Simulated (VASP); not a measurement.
Set up this calculation in VASP 6.6.1, as the native input.

| Quantity | Value |
| --- | --- |
| Task | relaxation of cell and atoms |
| Functional | PBE |
| Potentials or basis | VASP PAW PBE potentials, release 64 (Al, Ru_pv) |
| Cutoff | 600 eV |
| k mesh | 6 × 6 × 6 |
| Occupations | gaussian, width 0.1 eV |
| Spin | no spin polarisation |
| Dipole correction | no |
| Further INCAR settings | ALGO = Normal; EDIFF = 1e-06; IBRION = 2; EDIFFG = -0.04; NSW = 90; ISIF = 3 |

The structure of AlRu3 lies in POSCAR:

```
AlRu3
1.0
    0.0000000000      3.1214948900      3.1214948900
    3.1214948900      0.0000000000      3.1214948900
    3.1214948900      3.1214948900      0.0000000000
Al Ru
1 3
Direct
    0.0000000000      0.0000000000      0.0000000000
    0.2500000000      0.2500000000      0.2500000000
    0.7500000000      0.7500000000      0.7500000000
    0.5000000000      0.5000000000      0.5000000000
```

These files were run (other wordings do the same):

INCAR

```
PREC = Accurate
ENCUT = 600
EDIFF = 1E-6
ISMEAR = 0
SIGMA = 0.1
LREAL = False
LASPH = True
NELM = 80
ALGO = Normal
ISIF = 3
LWAVE = False
LCHARG = False
GGA = PE
IBRION = 2
NSW = 90
EDIFFG = -0.04
```

KPOINTS

```
regular mesh
0
Gamma
  6 6 6
```

Potentials or basis: VASP PAW PBE potentials, release 64 (Al, Ru_pv).

Run with:

```console
$ cat potpaw_PBE.64/Al/POTCAR potpaw_PBE.64/Ru_pv/POTCAR > POTCAR
$ mpirun -np 1 vasp_std > vasp.out
```

Results of the run:

The relaxed volume is 13.99 Å³/atom. The relaxed cell is a = 4.293 Å, b = 4.293 Å, c = 4.293 Å, α = 60.00°, β = 60.00°, γ = 60.00° and the space group after relaxing (to 0.05 Å) is Fm-3m (No. 225). The energy gained by relaxing is 69.6 meV/atom and the ionic steps are 4. The pressure after relaxing is -0.2 GPa.

Wall time 50 s on 1 thread of Intel(R) Xeon(R) 6975P-C (Granite Rapids), with other jobs on the host, peak memory 0.22 GiB.
